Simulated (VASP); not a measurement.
Input of a VASP 6.6.1 run:

POSCAR

```
P
1.0
    1.6530087505     -5.4990761309      0.0000000000
    1.6530087505      5.4990761309      0.0000000000
    0.0000000000      0.0000000000      4.5610121592
P
4
Direct
    0.0953934769      0.9046065231      0.9113265926
    0.5953934769      0.4046065231      0.5886734074
    0.9046065231      0.0953934769      0.0886734074
    0.4046065231      0.5953934769      0.4113265926
```

The input INCAR.step1:

```
PREC = Accurate
ENCUT = 520
ISMEAR = 0
SIGMA = 0.1
LREAL = F
LASPH = T
NELM = 60
NBANDS = 18
GGA = PE
ALGO = Normal
EDIFF = 1E-4
LWAVE = T
LCHARG = F
```

Contents of INCAR.step2:

```
PREC = Accurate
ENCUT = 520
EDIFF = 1E-6
ISMEAR = 0
SIGMA = 0.1
LREAL = F
LASPH = T
NELM = 60
ALGO = Normal
ISIF = 2
LWAVE = F
LCHARG = F
METAGGA = R2SCAN
LMIXTAU = T
NBANDS = 18
ISTART = 1
```

The input KPOINTS:

```
Automatic mesh
0
Gamma
  6 6 4
```

Potentials or basis: VASP PAW PBE potentials, release 64 (P).

Launch:

```bash
$ cat potpaw_PBE.64/P/POTCAR > POTCAR
$ cp INCAR.step1 INCAR
$ mpirun -np 1 vasp_std > vasp.out
$ cp INCAR.step2 INCAR
$ mpirun -np 1 vasp_std > vasp.out
```

Question: What does it give for the band gap on the k mesh?

Answer: 0.31 eV, direct.

Question: What does it give for the largest force?

Answer: 0.092 eV/Å.

Question: Predict the pressure.

Answer: -0.6 GPa.

Forces in eV/Å, atoms in the order of the input:
```
P    0.000  0.058 -0.071
P    0.000  0.058  0.071
P    0.000 -0.058  0.071
P    0.000 -0.058 -0.071
```

Caveat: the PAW data sets were made with another functional, which shifts forces and pressure a little. A k mesh can miss the band edges.
